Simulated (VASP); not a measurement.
# BaMg3H3 (P4mm) in VASP: notebook

BaMg3H3 is run at these levels: PBE; tasks: single point, relaxation of cell and atoms.

Program: VASP 6.6.1. These are calculated values, not measurements. Logs are shortened: lines on timing, memory, paths and dates and some standing lists are left out, and cuts for length are marked.

### 1 The cell of the first run

The structure is tetragonal, space group P4mm (No. 99). Conventional cell: a = 4.780 Å, b = 4.780 Å, c = 5.725 Å, α = 90.00°, β = 90.00°, γ = 90.00°. Within 3.2 Å of Ba (site symmetry 4mm) lie 4 H at 2.40 Å. Mg (site symmetry 2mm) has 4 H at 2.47 to 3.25 Å and 2 Mg at 3.13 Å within 3.3 Å. Within 3.2 Å of Mg (site symmetry 4mm) lie 5 H at 2.42 to 2.43 Å and 4 Mg at 3.13 Å. H (site symmetry 4mm) has 5 Mg at 2.42 to 2.71 Å and 4 H at 3.10 Å within 3.2 Å. Within 3.2 Å of H (site symmetry 2mm) lie 2 Ba at 2.40 Å and 3 Mg at 2.43 to 2.47 Å and 2 H at 3.10 Å.

### 2 Single point, PBE

INCAR

```
ALGO = Normal
EDIFF = 1E-6
ENCUT = 520
GGA = PE
ISIF = 2
ISMEAR = 0
LASPH = True
LCHARG = False
LREAL = False
LWAVE = False
NBANDS = 18
NELM = 80
PREC = Accurate
SIGMA = 0.1
```

KPOINTS

```
k-points
0
Gamma
  4 4 4
```

POSCAR

```
BaMg3H3
1.0
    4.7800026200      0.0000000000      0.0000000000
    0.0000000000      4.7800026200      0.0000000000
    0.0000000000      0.0000000000      5.7246768200
Ba Mg H
1 3 3
Direct
    0.0000000000      0.0000000000      0.4261544800
    0.5000000000      0.0000000000      0.0270343200
    0.0000000000      0.5000000000      0.0270343200
    0.5000000000      0.5000000000      0.3811027500
    0.5000000000      0.5000000000      0.8039672200
    0.5000000000      0.0000000000      0.4589806300
    0.0000000000      0.5000000000      0.4589806300
```

Potentials or basis: VASP PAW PBE potentials, release 64 (Ba_sv, Mg, H).

The run is started by

```sh
$ cat potpaw_PBE.64/Ba_sv/POTCAR potpaw_PBE.64/Mg/POTCAR potpaw_PBE.64/H/POTCAR > POTCAR
$ mpirun -np 1 vasp_std > vasp.out
```

OUTCAR:

```text
EDIFF = 1E-6
   ENCUT = 520
   GGA = PE
   ISIF = 2
   ISMEAR = 0
   LASPH = True
   LREAL = False
   NELM = 80
   PREC = Accurate

 ion  position               nearest neighbor table
   1  0.000  0.000  0.426-   6 2.40   7 2.40   7 2.40   6 2.40   3 3.31   2 3.31   2 3.31   3 3.31
                             4 3.39   4 3.39   4 3.39   4 3.39   3 4.19   2 4.19   3 4.19   2 4.19
   2  0.500  0.000  0.027-   4 3.13   4 3.13   1 3.31   1 3.31   3 3.38   3 3.38   3 3.38   3 3.38
                             1 4.19   1 4.19
   3  0.000  0.500  0.027-   4 3.13   4 3.13   1 3.31   1 3.31   2 3.38   2 3.38   2 3.38   2 3.38
                             1 4.19   1 4.19
   4  0.500  0.500  0.381-   2 3.13   3 3.13   2 3.13   3 3.13   1 3.39   1 3.39   1 3.39   1 3.39

   5  0.500  0.500  0.804-
   6  0.500  0.000  0.459-   1 2.40   1 2.40
   7  0.000  0.500  0.459-   1 2.40   1 2.40

  LATTYP: Found a simple tetragonal cell.
 ALAT       =     4.7800026200
 C/A-ratio  =     1.1976304774

  Lattice vectors:

 A1 = (   4.7800026200,   0.0000000000,   0.0000000000)
 A2 = (   0.0000000000,   4.7800026200,   0.0000000000)
 A3 = (   0.0000000000,   0.0000000000,   5.7246768200)

Analysis of symmetry for initial positions (statically):
=====================================================================
 Subroutine PRICEL returns:
 Original cell was already a primitive cell.

 Routine SETGRP: Setting up the symmetry group for a
 simple tetragonal supercell.

 Subroutine GETGRP returns: Found  8 space group operations
 (whereof  8 operations were pure point group operations)
 out of a pool of 16 trial point group operations.

The static configuration has the point symmetry C_4v.

Analysis of symmetry for dynamics (positions and initial velocities):
=====================================================================
 Subroutine PRICEL returns:
 Original cell was already a primitive cell.

 Routine SETGRP: Setting up the symmetry group for a
 simple tetragonal supercell.

 Subroutine GETGRP returns: Found  8 space group operations
 (whereof  8 operations were pure point group operations)
 out of a pool of 16 trial point group operations.

The dynamic configuration has the point symmetry C_4v.

 Subroutine INISYM returns: Found  8 space group operations
 (whereof  8 operations are pure point group operations),
 and found     1 'primitive' translations

----------------------------------------------------------------------------------------

                                     Primitive cell

  volume of cell :     130.7998

  direct lattice vectors                    reciprocal lattice vectors
     4.780002620  0.000000000  0.000000000     0.209204906  0.000000000  0.000000000
     0.000000000  4.780002620  0.000000000     0.000000000  0.209204906  0.000000000
     0.000000000  0.000000000  5.724676820     0.000000000  0.000000000  0.174682350

  length of vectors
     4.780002620  4.780002620  5.724676820     0.209204906  0.209204906  0.174682350

  position of ions in fractional coordinates (direct lattice)
     0.000000000  0.000000000  0.426154480
     0.500000000  0.000000000  0.027034320
     0.000000000  0.500000000  0.027034320
     0.500000000  0.500000000  0.381102750
     0.500000000  0.500000000  0.803967220
     0.500000000  0.000000000  0.458980630
     0.000000000  0.500000000  0.458980630

  ion indices of the primitive-cell ions
   primitive index   ion index
                 1           1
                 2           2
                 3           3
                 4           4
                 5           5
                 6           6
                 7           7

----------------------------------------------------------------------------------------

 KPOINTS: k-points

Automatic generation of k-mesh.
 Grid dimensions read from file:
 generate k-points for:    4    4    4

 Generating k-lattice:

  Cartesian coordinates                     Fractional coordinates (reciprocal lattice)
     0.052301227  0.000000000  0.000000000     0.250000000  0.000000000  0.000000000
     0.000000000  0.052301227  0.000000000     0.000000000  0.250000000  0.000000000
     0.000000000  0.000000000  0.043670588     0.000000000  0.000000000  0.250000000

  Length of vectors
     0.052301227  0.052301227  0.043670588

  Shift w.r.t. Gamma in fractional coordinates (k-lattice)
     0.000000000  0.000000000  0.000000000

 Subroutine IBZKPT returns following result:
 ===========================================

 Found     18 irreducible k-points:

 Following reciprocal coordinates:
            Coordinates               Weight
  0.000000  0.000000  0.000000      1.000000
  0.250000  0.000000  0.000000      4.000000
  0.500000  0.000000  0.000000      2.000000
  0.250000  0.250000  0.000000      4.000000
  0.500000  0.250000  0.000000      4.000000
  0.500000  0.500000  0.000000      1.000000
[... 10 lines left out ...]
  0.500000  0.250000  0.500000      4.000000
  0.500000  0.500000  0.500000      1.000000
   k-points           NKPTS =     18   k-points in BZ     NKDIM =     18   number of bands    NBANDS=     18
   number of dos      NEDOS =    301   number of ions     NIONS =      7
   total plane-waves  NPLWV =  62208
   dimension x,y,z NGX =    36 NGY =   36 NGZ =   48
   dimension x,y,z NGXF=    72 NGYF=   72 NGZF=   96
   ions per type =               1   3   3
   NGX,Y,Z   is equivalent  to a cutoff of  12.52, 12.52, 13.94 a.u.
   NGXF,Y,Z  is equivalent  to a cutoff of  25.04, 25.04, 27.88 a.u.
 SYSTEM =  unknown system
   PREC   = accura    normal or accurate (medium, high low for compatibility)
   ISTART =      0    job   : 0-new  1-cont  2-samecut
   ICHARG =      2    charge: 1-file 2-atom 10-const
   ISPIN  =      1    spin polarized calculation?
   LNONCOLLINEAR =      F non collinear calculations
   LSORBIT =      F    spin-orbit coupling
   LASPH  =      T    aspherical Exc in radial PAW
   ENCUT  =  520.0 eV  38.22 Ry    6.18 a.u.   8.89  8.89 10.64*2*pi/ulx,y,z
   NELM   =     80;   NELMIN=  2; NELMDL= -5     # of ELM steps
   EDIFF  = 0.1E-05   stopping-criterion for ELM
   LREAL  =      F    real-space projection
   EDIFFG = 0.1E-04   stopping-criterion for IOM
   NSW    =      0    number of steps for IOM
   IBRION =     -1    ionic relax: 0-MD 1-quasi-New 2-CG
   NFREE  =      0    steps in history (QN), initial steepest desc. (CG)
   ISIF   =      2    stress and relaxation
   ISYM   =      2    0-nonsym 1-usesym 2-fastsym
   POTIM  = 0.5000    time-step for ionic-motion
   TEBEG  =    0.0;   TEEND  =   0.0 temperature during run
   PSTRESS=    0.0 pullay stress
   NELECT =      19.0000    total number of electrons
   NUPDOWN=      -1.0000    fix difference up-down
   EMIN   =  10.00;   EMAX   =-10.00  energy-range for DOS
   EFERMI =   0.00;   METHOD = LEGACY
   ISMEAR =     0;   SIGMA  =   0.10  broadening in eV -4-tet -1-fermi 0-gaus
   EFERMI_NEDOS =   21; number of points for ismear=-14 and -15
   IALGO  =     38    algorithm
   IMIX   =      4    mixing-type and parameters
     AMIX     =   0.40;   BMIX     =  1.00
     AMIX_MAG =   1.60;   BMIX_MAG =  1.00
  volume/ion in A,a.u.               =      18.69       126.10
  Fermi-wavevector in a.u.,A,eV,Ry     =   0.860578  1.626257 10.076402  0.740595
  Thomas-Fermi vector in A             =   1.978104
   LORBIT       =      0    0 simple, 1 ext, 2 COOP (PROOUT), +10 PAW based schemes
   GGA     = PE    functional components
   LHFCALC =     F    Hartree Fock is set to
   AEXX    =    0.0000 exact exchange contribution
   IVDW    =     0    specifies the selected vdW correction
   LEPSILON=     F    determine dielectric tensor
   LRPA    =     F    only Hartree local field effects (RPA)
 non-spin polarized calculation
 Gauss-broadening in eV      SIGMA  =   0.10
  energy-cutoff  :      520.00
  volume of cell :      130.80
 maximum number of plane-waves:      3560
 NGX is ok and might be reduce to    36
   NGX = 17   NGY = 17   NGZ = 21

 number of electron      18.9999995 magnetization

 Free energy of the ion-electron system (eV)
  ---------------------------------------------------
  ext. energy  EPLUGINS =         0.00000000
  ---------------------------------------------------
  free energy    TOTEN  =       -15.46481385 eV

  energy without entropy =      -15.45963678  energy(sigma->0) =      -15.46222531

 E-fermi :   1.8340     XC(G=0):  -8.3705

 val. band max:        1.7304323415   @ k =   0.0000   0.0000   0.5000
 cond. band min:       1.8465798496   @ k =   0.5000   0.5000   0.5000
 fundamental gap:      0.1161475081
 Fermi energy:         1.8339966271

 k-point     1 :       0.0000    0.0000    0.0000
  band No.  band energies     occupation
      1     -25.4147      2.00000
      2     -10.8564      2.00000
      3     -10.7744      2.00000
      4     -10.7744      2.00000
      5      -4.4845      2.00000
      6      -2.3396      2.00000
[... 10 lines left out ...]
     17       6.5523      0.00000
     18       6.5523      0.00000

 k-point     2 :       0.2500    0.0000    0.0000
  band No.  band energies     occupation
      1     -25.4083      2.00000
      2     -11.0008      2.00000
      3     -10.8426      2.00000
      4     -10.7637      2.00000
      5      -3.9445      2.00000
      6      -2.1666      2.00000
[... 10 lines left out ...]
     17       7.0835      0.00000
     18       7.8341      0.00000

 k-point     3 :       0.5000    0.0000    0.0000
  band No.  band energies     occupation
      1     -25.4019      2.00000
      2     -11.2039      2.00000
      3     -10.8290      2.00000
      4     -10.7529      2.00000
      5      -2.9929      2.00000
      6      -2.6934      2.00000
[... 286 lines left out ...]
 k-point    17 :       0.5000    0.2500    0.5000
  band No.  band energies     occupation
      1     -25.3952      2.00000
      2     -11.1733      2.00000
      3     -10.9606      2.00000
      4     -10.8514      2.00000
      5      -1.9599      2.00000
      6      -1.8826      2.00000
[... 10 lines left out ...]
     17       6.9411      0.00000
     18       7.5348      0.00000

 k-point    18 :       0.5000    0.5000    0.5000
  band No.  band energies     occupation
      1     -25.3891      2.00000
      2     -11.1511      2.00000
      3     -11.1511      2.00000
      4     -10.8360      2.00000
      5      -1.3864      2.00000
      6      -0.8548      2.00000
[... 10 lines left out ...]
     17       6.1657      0.00000
     18       7.5104      0.00000

------------------------ aborting loop because EDIFF is reached ----------------------------------------

  FORCE on cell =-STRESS in cart. coord.  units (eV):
  Direction    XX          YY          ZZ          XY          YZ          ZX
  --------------------------------------------------------------------------------------
  -------------------------------------------------------------------------------------
  Total        2.1546279      2.1546279      0.9157224      0.0000000      0.0000000      0.0000000
  in kB       26.3922015     26.3922015     11.2167536      0.0000000      0.0000000      0.0000000
  external PRESSURE =      21.3337189 kB  Pullay stress =       0.0000000 kB

 VOLUME and BASIS-vectors are now :
 -----------------------------------------------------------------------------
  energy-cutoff  :      520.00
  volume of cell :      130.80
      direct lattice vectors                 reciprocal lattice vectors
     4.780002620  0.000000000  0.000000000     0.209204906  0.000000000  0.000000000
     0.000000000  4.780002620  0.000000000     0.000000000  0.209204906  0.000000000
     0.000000000  0.000000000  5.724676820     0.000000000  0.000000000  0.174682350

 POSITION                                       TOTAL-FORCE (eV/Angst)
 -----------------------------------------------------------------------------------
      0.00000      0.00000      2.43960        -0.000000      0.000000      1.445644
      2.39000      0.00000      0.15476        -0.000000      0.000000     -0.987530
      0.00000      2.39000      0.15476         0.000000      0.000000     -0.987530
      2.39000      2.39000      2.18169        -0.000000     -0.000000      1.142224
      2.39000      2.39000      4.60245         0.000000      0.000000     -0.550944
      2.39000      0.00000      2.62752        -0.000000      0.000000     -0.030932
      0.00000      2.39000      2.62752        -0.000000      0.000000     -0.030932
 -----------------------------------------------------------------------------------
    total drift:                               -0.000000     -0.000000      0.000510

  FREE ENERGIE OF THE ION-ELECTRON SYSTEM (eV)
  ---------------------------------------------------
  free  energy   TOTEN  =       -15.4648138484 eV

  energy  without entropy=      -15.4596367808  energy(sigma->0) =      -15.46222531
```

Run time: 51 s. Hardware: 1 thread of Oxide Virtual Turin-like, shared host; peak memory 0.22 GiB.

Results:

```
Free energy   : -15.4648 eV
Pressure      : 2.1 GPa
Largest force : 1.446 eV/Å
```

Forces in eV/Å, atoms in the order of the input:
```
Ba   0.000  0.000  1.446
Mg   0.000  0.000 -0.988
Mg   0.000  0.000 -0.988
Mg   0.000  0.000  1.142
H    0.000  0.000 -0.551
H    0.000  0.000 -0.031
H    0.000  0.000 -0.031
```

Stress tensor (GPa, compression positive):
```
2.64 0.00 0.00
0.00 2.64 0.00
0.00 0.00 1.12
```

Caveat: spin-orbit coupling is left out, which moves the levels of the heavy elements; forces of over 1 eV/Å act on the atoms, so gaps and moduli don't describe the material at rest.

### 3 Single point, PBE

This run uses another cell than the first one, of 19.27 Å³/atom, 1.031 times its volume.

INCAR

```
SYSTEM = BaMg3H3
  PREC = Accurate
  ENCUT = 520
  EDIFF = 1E-7
  ISMEAR = 0
  SIGMA = 0.1
  LREAL = .False.
  LASPH = .True.
  NELM = 80
  ALGO = Normal
  ISIF = 2
  LWAVE = .False.
  LCHARG = .False.
  GGA = PE
  NBANDS = 18
```

KPOINTS

```
regular mesh
0
Gamma
  4 4 4
  0 0 0
```

POSCAR

```
BaMg3H3
1.0
    4.3880733904      0.0000000000      0.0000000000
    0.0000000000      4.3880733904      0.0000000000
    0.0000000000      0.0000000000      7.0053863688
Ba Mg H
1 3 3
Direct
    0.0000000000      0.0000000000      0.6317297025
    0.5000000000      0.0000000000      0.0721078295
    0.0000000000      0.5000000000      0.0721078295
    0.5000000000      0.5000000000      0.3756403017
    0.5000000000      0.5000000000      0.6508066517
    0.5000000000      0.0000000000      0.3904310175
    0.0000000000      0.5000000000      0.3904310175
```

Potentials or basis: VASP PAW PBE potentials, release 64 (Ba_sv, Mg, H).

The run is started by

```sh
$ cat potpaw_PBE.64/Ba_sv/POTCAR potpaw_PBE.64/Mg/POTCAR potpaw_PBE.64/H/POTCAR > POTCAR
$ mpirun -np 1 vasp_std > vasp.out
```

It took 39 s on 1 thread of Oxide Virtual Turin-like, shared host; peak memory 0.24 GiB.

Results (log left out):

```
Free energy   : -17.0002 eV
Pressure      : 0.1 GPa
Largest force : 0.047 eV/Å
```

Forces in eV/Å, atoms in the order of the input:
```
Ba   0.000  0.000  0.047
Mg   0.000  0.000  0.010
Mg   0.000  0.000  0.010
Mg   0.000  0.000 -0.012
H    0.000  0.000 -0.024
H    0.000  0.000 -0.016
H    0.000  0.000 -0.016
```

Levels at points of the mesh, in eV from the Fermi level:
```
           k point  band 7  band 8  band 9  band 10  band 11  band 12
(0.00, 0.00, 0.00)   -3.97   -3.42    0.79     1.06     1.06     1.35
(0.50, 0.00, 0.00)   -3.50   -2.61   -2.08     0.05     1.08     1.08
(0.50, 0.50, 0.00)   -4.89   -1.82   -1.53    -0.98    -0.98     0.94
(0.00, 0.00, 0.50)   -3.95   -2.59    0.61     0.61     0.66     0.99
(0.50, 0.00, 0.50)   -3.91   -2.55   -1.66     0.64     0.80     1.25
(0.50, 0.50, 0.50)   -4.80   -2.30   -0.96    -0.55    -0.55     0.93
```

Caveat: spin-orbit coupling is left out, which moves the levels of the heavy elements.

### 4 Single point, PBE

This run uses another cell than the first one, of 19.28 Å³/atom, 1.032 times its volume.

INCAR

```
PREC     = Accurate       # precision mode
ENCUT    = 520            # plane-wave cutoff, eV
EDIFF    = 1E-6           # SCF threshold, eV
ISMEAR   = 0              # smearing method
SIGMA    = 0.1            # smearing width, eV
LREAL    = False          # projectors in reciprocal space
LASPH    = True           # aspherical terms in the spheres
NELM     = 80             # most SCF steps
ALGO     = Normal         # electronic algorithm
ISIF     = 2              # what is computed and relaxed
LWAVE    = False          # write WAVECAR
LCHARG   = False          # write CHGCAR
GGA      = PE             # functional
NBANDS   = 18             # bands
```

KPOINTS

```
Automatic mesh
0
Gamma
  8 8 6
```

POSCAR

```
BaMg3H3
1.0
    4.3611568211      0.0000000000      0.0000000000
    0.0000000000      4.3611568211      0.0000000000
    0.0000000000      0.0000000000      7.0946105229
Ba Mg H
1 3 3
Direct
    0.0000000000      0.0000000000      0.6322168481
    0.5000000000      0.0000000000      0.0752385460
    0.0000000000      0.5000000000      0.0752385460
    0.5000000000      0.5000000000      0.3758639059
    0.5000000000      0.5000000000      0.6452748316
    0.5000000000      0.0000000000      0.3897108361
    0.0000000000      0.5000000000      0.3897108361
```

The run is started by

```sh
$ cat potpaw_PBE.64/Ba_sv/POTCAR potpaw_PBE.64/Mg/POTCAR potpaw_PBE.64/H/POTCAR > POTCAR
$ mpirun -np 1 vasp_std > vasp.out
```

Wall time 1.7 min (1 thread of Oxide Virtual Turin-like, shared host); peak memory 0.3 GiB.

The run converged. Its results:

| Quantity | Value |
| --- | --- |
| Free energy | -16.9525 eV |
| Pressure | 0.1 GPa |
| Largest force | 0.049 eV/Å |

Forces in eV/Å, atoms in the order of the input:
```
Ba   0.000  0.000  0.049
Mg   0.000  0.000  0.010
Mg   0.000  0.000  0.010
Mg   0.000  0.000 -0.021
H    0.000  0.000 -0.005
H    0.000  0.000 -0.022
H    0.000  0.000 -0.022
```

Levels at points of the mesh, in eV from the Fermi level:
| k point | band 7 | band 8 | band 9 | band 10 | band 11 | band 12 |
| --- | --- | --- | --- | --- | --- | --- |
| (0.00, 0.00, 0.00) | -3.97 | -3.52 | 0.65 | 1.05 | 1.05 | 1.26 |
| (0.50, 0.00, 0.00) | -3.56 | -2.72 | -2.16 | -0.02 | 1.03 | 1.08 |
| (0.50, 0.50, 0.00) | -4.98 | -1.93 | -1.57 | -1.02 | -1.02 | 0.90 |
| (0.00, 0.00, 0.50) | -3.95 | -2.75 | 0.53 | 0.62 | 0.62 | 0.94 |
| (0.50, 0.00, 0.50) | -3.96 | -2.62 | -1.78 | 0.49 | 0.71 | 1.24 |
| (0.50, 0.50, 0.50) | -4.91 | -2.36 | -1.02 | -0.58 | -0.58 | 0.87 |

Caveat: spin-orbit coupling is left out, which moves the levels of the heavy elements.

(Part 1 of 2 ends here.)
